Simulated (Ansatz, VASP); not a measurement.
KTaO3 in VASP and in Ansatz

INCAR

```
PREC = Accurate ; ENCUT = 520
EDIFF = 1E-6 ; ISMEAR = 0
SIGMA = 0.05 ; LREAL = False
LASPH = True ; NELM = 100
ALGO = Normal ; ISIF = 2
LWAVE = False ; LCHARG = True
GGA = PE ; LELF = True
LVHAR = True ; NBANDS = 27
```

File KPOINTS:

```
Automatic mesh
0
Gamma
  8 8 8
```

The input POSCAR:

```
KTaO3
1.0
    4.0750940709      0.0000000000      0.0000000000
    0.0000000000      4.0750940709      0.0000000000
    0.0000000000      0.0000000000      3.6121633845
K Ta O
1 1 3
Direct
    0.5000000000      0.5000000000      0.5000000000
    0.0000000000      0.0000000000      0.0000000000
    0.5000000000      0.0000000000      0.0000000000
    0.0000000000      0.5000000000      0.0000000000
    0.0000000000      0.0000000000      0.5000000000
```

Input for Ansatz:

```yaml
crystal:
  lattice:
    - [4.0750940709, 0.0, 0.0]
    - [0.0, 4.0750940709, 0.0]
    - [0.0, 0.0, 3.6121633845]
  atoms:
    - { symbol: K, position: [0.5, 0.5, 0.5] }
    - { symbol: Ta, position: [0.0, 0.0, 0.0] }
    - { symbol: O, position: [0.5, 0.0, 0.0] }
    - { symbol: O, position: [0.0, 0.5, 0.0] }
    - { symbol: O, position: [0.0, 0.0, 0.5] }
basis:
  ecutwfc: 520.0
kpoints:
  mp_grid: { grid: [8, 8, 8] }
hamiltonian:
  xc: pbe
scf:
  occupations: { method: gaussian, width: 0.05 }
output:
  forces: true
  stress: true
  eigenvalues: true
```

Alike in both runs: task single point; functional PBE; k mesh 8 × 8 × 8; occupations gaussian, width 0.05 eV; no spin polarisation.

|  | VASP | Ansatz |
| --- | --- | --- |
| version | VASP 6.6.1 | Ansatz 0.2.0 |
| potentials or method | VASP PAW PBE potentials, release 64 (K_sv, Ta_pv, O), cutoff 520 eV | scalar-relativistic, plane waves, PAW |
| valence electrons in the cell | 38 | 40 |

Ansatz gave:

| Item | Value |
| --- | --- |
| gap on the k mesh at the Fermi level (eV) | 2.10 |
| least direct gap on the mesh (eV) | 2.52 |
| pressure (GPa) | 25.6 |
| traceless stress, the component that is largest in VASP (GPa) | 45.47 |

Problem. What did VASP give for the same quantities?

Solution. gap on the k mesh at the Fermi level (eV): 2.05; least direct gap on the mesh (eV): 2.47; pressure (GPa): 26.6; traceless stress, the component that is largest in VASP (GPa): 46.20.

VASP's potentials hold 38 valence electrons a cell and Ansatz's 40, so a difference there can come from the potentials and not from the codes.

Spin-orbit coupling is off throughout.
